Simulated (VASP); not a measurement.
Crystal: LiH.

```
Li H
1.0
     1.40232   -1.98088    0.00000
     1.40232    1.98088    0.00000
     0.00000    0.00000    3.97019
Li H
1 1
Direct
  0.50000 0.50000 0.50000
  0.00000 0.00000 0.00000
```

The cell was generated, and may not be a known phase.

| Property | Result |
| --- | --- |
| Program | VASP 6.6.1 |
| Task | relaxation of cell and atoms |
| Functional | PBE |
| Potentials or basis | VASP PAW PBE potentials, release 64 (Li_sv, H) |
| Cutoff | 600 eV |
| k mesh | 24 × 24 × 14 |
| Occupations | gaussian, width 0.1 eV |
| Spin | no spin polarisation |

At the start: pressure -2.8 GPa; volume 11.03 Å³/atom.

Problem. Where does the relaxation end?

Solution. Over 16 steps the energy falls by 792.7 meV/atom and the volume is 9.00 Å³/atom (-18.4 %); space group Cmmm (No. 65, to 0.1 Å) before and after.

The path:
```tsv
step	energy change (eV)	largest force (eV/Å)	pressure (GPa)	volume (Å³)
1	0.0000	0.0000	-2.80	22.06
2	-0.6357	0.0000	-4.12	21.28
3	-1.2783	0.0000	0.53	16.84
4	-1.4837	0.0000	-3.95	19.02
5	-1.5132	0.0000	-3.38	18.57
6	-1.5146	0.0000	-3.20	18.47
7	-1.5393	0.0000	-1.84	17.73
8	-1.5574	0.0000	0.42	16.78
9	-1.5590	0.0000	1.55	16.39
10	-1.5691	0.0000	1.55	16.52
11	-1.5721	0.0000	1.62	16.65
12	-1.5802	0.0000	0.85	17.23
13	-1.5846	0.0000	-0.28	18.17
14	-1.5846	0.0000	-0.18	18.09
15	-1.5853	0.0000	0.09	17.97
16	-1.5854	0.0000	0.01	18.00
```

Final structure:
```cif
data_structure
_symmetry_space_group_name_H-M 'P 1'
_symmetry_Int_Tables_number 1
_cell_length_a 2.8379
_cell_length_b 2.8379
_cell_length_c 2.6025
_cell_angle_alpha 90.000
_cell_angle_beta 90.000
_cell_angle_gamma 120.800
_cell_volume 18.00
loop_
_atom_site_label
_atom_site_type_symbol
_atom_site_fract_x
_atom_site_fract_y
_atom_site_fract_z
_atom_site_occupancy
Li1 Li 0.50000 0.50000 0.50000 1
H1 H 0.00000 0.00000 0.00000 1
```

Caveat: the cutoff is under 1.25 times the usual one of these potentials, so pressure, stress and relaxed cells hold a basis-set (Pulay) error; the volume moved by over 15 % at a fixed basis, so the end points are rough.
